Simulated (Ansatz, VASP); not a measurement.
## One calculation of Ni, two programs

The input INCAR:

```
  ALGO = Normal
  EDIFF = 1E-6
  ENCUT = 520
  ISIF = 2
  ISMEAR = -1
  LASPH = True
  LCHARG = False
  LMAXMIX = 4
  LNONCOLLINEAR = True
  LORBIT = 11
  LREAL = False
  LWAVE = False
  MAGMOM = 0 0 0.6 0 0 0.6 0 0 0.6 0 0 -0.6
  NBANDS = 54
  NELM = 150
  PREC = Accurate
  SIGMA = 0.1
```

File KPOINTS:

```
k-points
0
Gamma
  9 9 9
```

POSCAR

```
Ni
1.0
    3.5238700000      0.0000000000      0.0000000000
    0.0000000000      3.5238700000      0.0000000000
    0.0000000000      0.0000000000      3.5238700000
Ni
4
Direct
    0.0000000000      0.0000000000      0.0000000000
    0.5000000000      0.5000000000      0.0000000000
    0.5000000000      0.0000000000      0.5000000000
    0.0000000000      0.5000000000      0.5000000000
```

Input for Ansatz:

```yaml
crystal:
  lattice:
    - [3.52387, 0.0, 0.0]
    - [0.0, 3.52387, 0.0]
    - [0.0, 0.0, 3.52387]
  atoms:
    - { symbol: Ni, position: [0.0, 0.0, 0.0], spin: 0.6, spin_axis: [0.0, 0.0, 1.0] }
    - { symbol: Ni, position: [0.5, 0.5, 0.0], spin: 0.6, spin_axis: [0.0, 0.0, 1.0] }
    - { symbol: Ni, position: [0.5, 0.0, 0.5], spin: 0.6, spin_axis: [0.0, 0.0, 1.0] }
    - { symbol: Ni, position: [0.0, 0.5, 0.5], spin: 0.6, spin_axis: [0.0, 0.0, -1.0] }
magnetization:
  noncollinear: true
kpoints:
  mp_grid: { grid: [9, 9, 9] }
scf:
  occupations: { method: fermi_dirac, width: 0.1 }
  lower_state_search: "off"
hamiltonian:
  xc: lda
  pseudopotentials: { kind: paw }
output:
  eigenvalues: false
```

Alike in both runs: task single point; functional LDA; k mesh 9 × 9 × 9; occupations fermi-dirac, width 0.1 eV; non-collinear spin.

|  | VASP | Ansatz |
| --- | --- | --- |
| version | VASP 6.6.1 | Ansatz 0.2.0 |
| potentials or method | VASP PAW LDA potentials, release 64 (Ni) | PAW with Ansatz's default frozen-core files, scalar-relativistic |
| plane-wave cutoff (eV) | 520 | 420 |
| valence electrons in the cell | 40 | 72 |

VASP gave:

| Property | Result |
| --- | --- |
| net moment per atom (μB) | 0.58 |
| size of the moment on the site where the two differ most (μB) | 0.58 |

Problem. What did Ansatz give for the same quantities?

Solution. net moment per atom (μB): 0.60; size of the moment on the site where the two differ most (μB): 0.61.

LDA's correlation is that of Perdew and Zunger in VASP and of Perdew and Wang (1992) in Ansatz. Site moments also hang on the region over which each program counts them. VASP's potentials hold 40 valence electrons a cell and Ansatz's 72, so a difference there can come from the potentials and not from the codes. Ansatz's warnings: seeded moment not kept.
